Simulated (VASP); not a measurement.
A run of VASP 6.6.1 is set up as follows.

INCAR

```
SYSTEM = In3F
  ALGO = Normal
  EDIFF = 1E-6
  ENCUT = 520
  GGA = PE
  ISIF = 2
  ISMEAR = 0
  LASPH = .TRUE.
  LCHARG = .FALSE.
  LREAL = .FALSE.
  LWAVE = .FALSE.
  NBANDS = 56
  NELM = 80
  PREC = Accurate
  SIGMA = 0.1
```

File KPOINTS:

```
k-points
0
G
  3 3 3
  0 0 0
```

POSCAR

```
In3F
1.0
    3.4576223914      1.9962592170      4.6140097830
   -3.4576223914      1.9962592170      4.6140097830
    0.0000000000     -3.9925184383      4.6140097812
In F
6 2
Direct
    0.5528875189      0.2500000000      0.9471124811
    0.2500000000      0.9471124811      0.5528875189
    0.9471124811      0.5528875189      0.2500000000
    0.4471124811      0.7500000000      0.0528875189
    0.7500000000      0.0528875189      0.4471124811
    0.0528875189      0.4471124811      0.7500000000
    0.5000000000      0.5000000000      0.5000000000
    0.0000000000      0.0000000000      0.0000000000
```

Potentials or basis: VASP PAW PBE potentials, release 64 (In_d, F).

The run is started by

```sh
$ cat potpaw_PBE.64/In_d/POTCAR potpaw_PBE.64/F/POTCAR > POTCAR
$ mpirun -np 1 vasp_std > vasp.out
```

Problem. What does it give for the band gap on the k mesh?

Solution. Zero (bands 46 and 47 overlap by 1.34 eV).

Problem. What does it give for the largest force?

Solution. 0.011 eV/Å.

Problem. Estimate the pressure.

Solution. 0.0 GPa.

Forces on the atoms (eV/Å):
```
In   0.006  0.010  0.000
In   0.006 -0.010  0.000
In  -0.011  0.000  0.000
In  -0.006 -0.010  0.000
In  -0.006  0.010  0.000
In   0.011  0.000  0.000
F    0.000  0.000  0.000
F    0.000  0.000  0.000
```

Caveat: the k points lie up to 0.38 Å⁻¹ apart, too coarse for converged energies and pressures of a metal; spin-orbit coupling is left out, which moves the levels of the heavy elements.
